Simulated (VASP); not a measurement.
Wanted: the native input for a VASP 6.6.1 run.

| Quantity | Value |
| --- | --- |
| Task | single point |
| Functional | PBE |
| Potentials or basis | VASP PAW PBE potentials, release 64 (Cd, S) |
| Cutoff | 520 eV |
| k mesh | 4 × 4 × 4 |
| Occupations | gaussian, width 0.1 eV |
| Spin | no spin polarisation |
| Dipole correction | no |
| Further INCAR settings | ALGO = Normal; EDIFF = 1e-06; NBANDS = 30 |

The structure of CdS5 lies in POSCAR:

```
CdS5
1.0
    0.0000000000      4.0584098600      4.0584098600
    4.0584098600      0.0000000000      4.0584098600
    4.0584098600      4.0584098600      0.0000000000
Cd S
1 5
Direct
    0.0000000000      0.0000000000      0.0000000000
    0.2500000000      0.2500000000      0.2500000000
    0.1277616000      0.6240794700      0.6240794700
    0.6240794700      0.6240794700      0.6240794700
    0.6240794700      0.6240794700      0.1277616000
    0.6240794700      0.1277616000      0.6240794700
```

The input as run:

INCAR

```
ALGO = Normal ; EDIFF = 1E-6
ENCUT = 520 ; GGA = PE
ISIF = 2 ; ISMEAR = 0
LASPH = True ; LCHARG = False
LREAL = False ; LWAVE = False
NBANDS = 30 ; NELM = 80
PREC = Accurate ; SIGMA = 0.1
```

KPOINTS

```
k-points
0
Gamma
  4 4 4
```

Potentials or basis: VASP PAW PBE potentials, release 64 (Cd, S).

Run with:

```sh
$ cat potpaw_PBE.64/Cd/POTCAR potpaw_PBE.64/S/POTCAR > POTCAR
$ mpirun -np 1 vasp_std > vasp.out
```

It gave:

| Item | Value |
| --- | --- |
| Pressure | -8.0 GPa |
| Largest force | 0.191 eV/Å |
| Band gap on the k mesh | zero (band 21 reaches 4.12 eV, above the bottom of band 22 at 3.29 eV) |

Wall time 21 s on 1 thread of Intel(R) Xeon(R) 6975P-C (Granite Rapids), with other jobs on the host, peak memory 0.3 GiB.
